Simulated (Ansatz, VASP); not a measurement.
# One calculation of ZnS, two programs

Contents of POSCAR:

```
ZnS
1.0
    3.8826489777      0.0000000000      0.0000000000
   -1.9413244888      3.3624726487      0.0000000000
    0.0000000000      0.0000000000      6.3696988949
Zn S
2 2
Direct
    0.3333333333      0.6666666667      0.0002927155
    0.6666666667      0.3333333333      0.5002927155
    0.3333333333      0.6666666667      0.3747072845
    0.6666666667      0.3333333333      0.8747072845
```

INCAR.step1

```
SYSTEM = ZnS
ALGO     = Normal         ! electronic algorithm
EDIFF    = 1E-4           ! SCF threshold, eV
ENCUT    = 520            ! plane-wave cutoff, eV
GGA      = PE             ! functional
ISMEAR   = 0              ! smearing method
LASPH    = .True.         ! aspherical terms in the spheres
LCHARG   = .False.        ! write CHGCAR
LREAL    = .False.        ! projectors in reciprocal space
LWAVE    = .True.         ! write WAVECAR
NBANDS   = 26             ! bands
NELM     = 80             ! most SCF steps
PREC     = Accurate       ! precision mode
SIGMA    = 0.02           ! smearing width, eV
```

The input INCAR.step2:

```
SYSTEM = ZnS
ALGO     = Normal         ! electronic algorithm
EDIFF    = 1E-7           ! SCF threshold, eV
ENCUT    = 520            ! plane-wave cutoff, eV
ISIF     = 2              ! what is computed and relaxed
ISMEAR   = 0              ! smearing method
ISTART   = 1            
LASPH    = .True.         ! aspherical terms in the spheres
LCHARG   = .False.        ! write CHGCAR
LMIXTAU  = .True.       
LREAL    = .False.        ! projectors in reciprocal space
LWAVE    = .False.        ! write WAVECAR
METAGGA  = R2SCAN         ! meta-GGA
NBANDS   = 26             ! bands
NELM     = 80             ! most SCF steps
PREC     = Accurate       ! precision mode
SIGMA    = 0.02           ! smearing width, eV
```

Contents of KPOINTS:

```
k-points
0
Gamma
  6 6 4
  0 0 0
```

Input for Ansatz:

```yaml
crystal:
  lattice:
    - [3.8826489777, 0.0, 0.0]
    - [-1.9413244888, 3.3624726487, 0.0]
    - [0.0, 0.0, 6.3696988949]
  atoms:
    - { symbol: Zn, position: [0.3333333333, 0.6666666667, 0.0002927155] }
    - { symbol: Zn, position: [0.6666666667, 0.3333333333, 0.5002927155] }
    - { symbol: S, position: [0.3333333333, 0.6666666667, 0.3747072845] }
    - { symbol: S, position: [0.6666666667, 0.3333333333, 0.8747072845] }
basis:
  ecutwfc: 500
kpoints:
  mp_grid: { grid: [6, 6, 4] }
  band_path: { path: [VBM, CBM], npoints: 2 }
hamiltonian:
  xc: r2scan
scf:
  occupations: { method: gaussian, width: 0.02 }
output:
  forces: true
  stress: true
  eigenvalues: true
checkpoint:
  read: start.run
  write: ck
  compress: false
  write_wavefunctions: false
  write_every: 100000
```

Alike in both runs: task single point; functional r2SCAN; k mesh 6 × 6 × 4; occupations gaussian, width 0.02 eV; no spin polarisation.

|  | VASP | Ansatz |
| --- | --- | --- |
| version | VASP 6.6.1 | Ansatz 0.2.0 |
| potentials or method | VASP PAW PBE potentials, release 64 (Zn, S), cutoff 520 eV | scalar-relativistic, plane waves, PAW |
| valence electrons in the cell | 36 | 36 |

```csv
,VASP,Ansatz,Ansatz less VASP
gap on the k mesh at the Fermi level (eV),2.50,2.50,-0.005
least direct gap on the mesh (eV),2.50,2.50,-0.005
pressure (GPa),-4.1,-4.1,+0.01
"traceless stress, the component that is largest in VASP (GPa)",-0.07,-0.08,-0.011
rms of the force components (eV/Å),0.009,0.004,-0.0053
```

VASP's potentials were made for PBE, not for r2SCAN. Atom by atom the forces differ by 0.005 eV/Å (rms over components).
